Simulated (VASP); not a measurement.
Wanted: the native input for a VASP 6.6.1 run.

```
Task                   : single point
Functional             : PBE
Potentials or basis    : VASP PAW PBE potentials, release 64 (C)
Cutoff                 : 520 eV
k mesh                 : 12 × 12 × 12
Occupations            : gaussian, width 0.05 eV
Spin                   : no spin polarisation
Dipole correction      : no
Further INCAR settings : ALGO = Normal; EDIFF = 1e-07; NBANDS = 11
```

The structure of C lies in POSCAR:

```
C
1.0
    0.0000000000      1.7834000000      1.7834000000
    1.7834000000      0.0000000000      1.7834000000
    1.7834000000      1.7834000000      0.0000000000
C
2
Direct
    0.4439273298      0.4439273298      0.4767739395
    0.7500000000      0.7500000000      0.7500000000
```

This cell differs from its parent crystal: atom 1 (C) moved by (-0.200, -0.200) A along [1 1 0] and z.

These files were run (other wordings do the same):

INCAR

```
  ALGO = Normal
  EDIFF = 1E-7
  ENCUT = 520
  GGA = PE
  ISIF = 2
  ISMEAR = 0
  LASPH = True
  LCHARG = False
  LREAL = False
  LWAVE = False
  NBANDS = 11
  NELM = 80
  PREC = Accurate
  SIGMA = 0.05
```

KPOINTS

```
k-points
0
Gamma
  12 12 12
```

Potentials or basis: VASP PAW PBE potentials, release 64 (C).

Launch:

```console
$ cat potpaw_PBE.64/C/POTCAR > POTCAR
$ mpirun -np 1 vasp_std > vasp.out
```

It gave:

The pressure is 19.8 GPa. The largest force is 5.007 eV/Å and the band gap on the k mesh is 0.59 eV, indirect (least direct gap 0.85 eV).

Caveat: the cell differs from its parent crystal (atom 1 (C) moved by (-0.200, -0.200) A along [1 1 0] and z); forces of over 1 eV/Å act on the atoms, so gaps and moduli don't describe the material at rest.

Wall time 42 s on 1 thread of Intel Xeon 6975P-C, with other jobs on the host, peak memory 0.15 GiB.
